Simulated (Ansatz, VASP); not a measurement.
# Fe in VASP and in Ansatz

Contents of INCAR:

```
PREC     = Accurate       # precision mode
ENCUT    = 520            # plane-wave cutoff, eV
EDIFF    = 1E-6           # SCF threshold, eV
ISMEAR   = 0              # smearing method
SIGMA    = 0.15           # smearing width, eV
LREAL    = F              # projectors in reciprocal space
LASPH    = T              # aspherical terms in the spheres
NELM     = 150            # most SCF steps
ALGO     = Normal         # electronic algorithm
ISIF     = 2              # what is computed and relaxed
LWAVE    = F              # write WAVECAR
LCHARG   = F              # write CHGCAR
LNONCOLLINEAR= T              # non-collinear magnetism
MAGMOM   = -1.469 2.08 0.123 # initial moments
LORBIT   = 11             # projections on sites
LMAXMIX  = 4              # l up to which the mixer works
NBANDS   = 19             # bands
```

Contents of KPOINTS:

```
regular mesh
0
Gamma
  10 10 10
```

POSCAR

```
Fe
1.0
   -1.4619890197      1.4619890197      1.4619890197
    1.4619890197     -1.4619890197      1.4619890197
    1.4619890197      1.4619890197     -1.4619890197
Fe
1
Direct
    0.0000000000      0.0000000000      0.0000000000
```

input.yaml

```yaml
crystal:
  lattice:
    - [-1.4619890197, 1.4619890197, 1.4619890197]
    - [1.4619890197, -1.4619890197, 1.4619890197]
    - [1.4619890197, 1.4619890197, -1.4619890197]
  atoms:
    - { symbol: Fe, position: [0.0, 0.0, 0.0], spin: 2.549, spin_axis: [-0.576212, 0.815875, 0.048246] }
kpoints:
  mp_grid: { grid: [10, 10, 10] }
scf:
  occupations: { method: gaussian, width: 0.15 }
hamiltonian:
  xc: lda
  pseudopotentials: { kind: all_electron, lapw: { basis_error: 0.001 } }
magnetization:
  noncollinear: true
output:
  forces: true
  stress: true
  eigenvalues: true
```

Change from the starting cell: volume scaled by 1.04.

Alike in both runs: task single point; functional LDA; k mesh 10 × 10 × 10; occupations gaussian, width 0.15 eV; non-collinear spin.

```csv
,VASP,Ansatz
version,VASP 6.6.1,Ansatz 0.2.0
potentials or method,"VASP PAW LDA potentials, release 64 (Fe), cutoff 520 eV","all-electron LAPW, scalar-relativistic"
```

|  | VASP | Ansatz | Ansatz less VASP |
| --- | --- | --- | --- |
| gap on the k mesh at the Fermi level (eV) | none | none | - |
| pressure (GPa) | -31.0 | -30.7 | +0.30 |
| net moment per atom (μB) | 2.20 | 2.22 | +0.021 |
| size of the moment on the site where the two differ most (μB) | 2.19 | 2.18 | -0.012 |

LDA's correlation is that of Perdew and Zunger in VASP and of Perdew and Wang (1992) in Ansatz. Site moments also hang on the region over which each program counts them. A gap of «none» marks a metal or a gap that the smearing closes. Both programs put the cell under strong tension, so it lies far from rest at this level. Ansatz ran all-electron here, and VASP with PAW potentials.

Noted on VASP's run: the cell as given lies far from equilibrium. Noted on Ansatz's run: the k mesh is thin for a metal, which can move the energy by tens of meV per atom; the magnetic state may not be the lowest.
